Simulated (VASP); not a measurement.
AlGaN2, 4 atoms in the cell. It takes space group P-4m2 (No. 115, tetragonal). Conventional cell: a = 3.126 Å, b = 3.126 Å, c = 4.400 Å, α = 90.00°, β = 90.00°, γ = 90.00°. Al (site symmetry -4m2) has 4 N at 1.89 Å within 2.5 Å. Ga (site symmetry -4m2) has 4 N at 1.94 Å within 2.6 Å. Within 2.5 Å of N (site symmetry 2mm) lie 2 Al at 1.89 Å and 2 Ga at 1.94 Å. 

```yaml
Program: VASP 6.6.1
Task: single point
Functional: LDA
Potentials_or_basis: VASP PAW LDA potentials, release 64 (Al, Ga_d, N)
Cutoff: 520 eV
k_mesh: 8 × 8 × 6
Occupations: gaussian, width 0.02 eV
Spin: no spin polarisation
Dipole_correction: no
Further_INCAR_settings: ALGO = Normal; EDIFF = 1e-06; NBANDS = 21
```

Potentials or basis: VASP PAW LDA potentials, release 64 (Al, Ga_d, N).

Run with:

```console
$ cat potpaw_LDA.64/Al/POTCAR potpaw_LDA.64/Ga_d/POTCAR potpaw_LDA.64/N/POTCAR > POTCAR
$ mpirun -np 1 vasp_std > vasp.out
```

Hardware: 1 thread of Intel Xeon 6975P-C, on a shared host.

Task: How long does it take, and how much memory?

Result: Wall time 25 s on 1 thread of Intel Xeon 6975P-C, on a shared host, peak memory 0.17 GiB. Counts: scf iterations 13, k points 60.
